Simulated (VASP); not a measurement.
Set up this calculation in VASP 6.6.1, as the native input.

| Property | Result |
| --- | --- |
| Task | electric field gradients |
| Functional | PBEsol |
| Potentials or basis | VASP PAW PBE potentials, release 64 (Sn_d, Se) |
| Cutoff | 520 eV |
| k mesh | 7 × 7 × 7 |
| Occupations | fermi-dirac, width 0.01 eV |
| Spin | no spin polarisation |
| Dipole correction | no |
| Further INCAR settings | ALGO = Normal; EDIFF = 1e-08; NBANDS = 17 |

The structure of SnSe lies in POSCAR:

```
SnSe
1.0
    0.0000000000      2.9799000000      3.0100000000
    2.9799000000      0.0000000000      3.0100000000
    2.9799000000      2.9799000000      0.0000000000
Sn Se
1 1
Direct
    0.0000000000      0.0000000000      0.0000000000
    0.5000000000      0.5000000000      0.5000000000
```

This cell differs from its parent crystal: equal xx and yy strain of -1 %.

One way to write it, as run:

INCAR

```
SYSTEM = SnSe
ALGO = Normal
EDIFF = 1E-8
ENCUT = 520
GGA = PS
ISIF = 2
ISMEAR = -1
LASPH = .True.
LCHARG = .False.
LEFG = .True.
LREAL = .False.
LWAVE = .False.
NBANDS = 17
NELM = 100
PREC = Accurate
SIGMA = 0.01
```

KPOINTS

```
k-points
0
Gamma
  7 7 7
  0 0 0
```

Potentials or basis: VASP PAW PBE potentials, release 64 (Sn_d, Se).

The run is started by

```sh
$ cat potpaw_PBE.64/Sn_d/POTCAR potpaw_PBE.64/Se/POTCAR > POTCAR
$ mpirun -np 1 vasp_std > vasp.out
```

It gave:

The pressure is -0.9 GPa, the band gap on the k mesh is 0.64 eV (least direct gap 0.65 eV) and the largest electric field gradient by atom is Sn +13.7; Se +1.9 V/Å².

Caveat: the cell differs from its parent crystal (equal xx and yy strain of -1 %); without QUAD_EFG the Cq values of the log hold for a quadrupole moment of 1 mb, not for the nuclei; the PAW data sets were made with another functional, which shifts forces and pressure a little; spin-orbit coupling is left out, which moves the levels of the heavy elements; an odd mesh through Γ misses points on the zone boundary, where band edges can lie.

It took 59 s on 1 thread of Intel Xeon 8259CL, with other jobs on the host, peak memory 0.19 GiB.
